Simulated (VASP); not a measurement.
Wanted: the native input for a VASP 6.6.1 run.

- Task: single point
- Functional: PBEsol
- Potentials or basis: VASP PAW PBE potentials, release 64 (P, Al)
- Cutoff: 520 eV
- k mesh: 5 × 9 × 1
- Occupations: gaussian, width 0.05 eV
- Spin: no spin polarisation
- Dipole correction: yes
- Further INCAR settings: ALGO = Normal; EDIFF = 1e-07; NBANDS = 36

The structure of AlP lies in POSCAR:

```
AlP
1.0
    7.7362367707      0.0000000000      0.0000000000
   -1.9340591927      3.3498887866      0.0000000000
    0.0000000000      0.0000000000     22.1061872316
P Al
6 6
Direct
    0.5000000000      0.0000000000      0.3392715316
    0.0000000000      0.0000000000      0.3392715316
    0.6681724285      0.6647325048      0.4864086108
    0.1681934684      0.6652064352      0.4864310098
    0.8340575057      0.3327504876      0.6357133839
    0.3340608829      0.3331026063      0.6358399730
    0.1666666667      0.6666666667      0.3749889690
    0.6666666667      0.6666666667      0.3749889690
    0.3347836754      0.3318574576      0.5198784389
    0.8347340862      0.3313305004      0.5198370888
    0.5005757675     -0.0003732045      0.6075243245
    0.0007382815     -0.0005492237      0.6074460396
```

These files were run (other wordings do the same):

INCAR

```
SYSTEM = AlP
PREC = Accurate
ENCUT = 520
EDIFF = 1E-7
ISMEAR = 0
SIGMA = 0.05
LREAL = .FALSE.
LASPH = .TRUE.
NELM = 60
ALGO = Normal
ISIF = 2
LWAVE = .FALSE.
LCHARG = .TRUE.
LDIPOL = .TRUE.
IDIPOL = 3
DIPOL = 0.5 0.5 0.494
GGA = PS
LELF = .TRUE.
LVHAR = .TRUE.
LVACPOTAV = .TRUE.
NBANDS = 36
```

KPOINTS

```
Automatic mesh
0
G
  5 9 1
  0 0 0
```

Potentials or basis: VASP PAW PBE potentials, release 64 (P, Al).

Command:

```console
$ cat potpaw_PBE.64/P/POTCAR potpaw_PBE.64/Al/POTCAR > POTCAR
$ mpirun -np 1 vasp_std > vasp.out
```

It gave:

- Largest force: 0.335 eV/Å
- Band gap on the k mesh: zero (band 24 reaches -0.74 eV, above the bottom of band 25 at -1.08 eV)

Caveat: the PAW data sets were made with another functional, which shifts forces and pressure a little.

Run time: 13 min on 1 thread of Intel(R) Xeon(R) 6975P-C (Granite Rapids), on a shared host, peak memory 0.84 GiB.
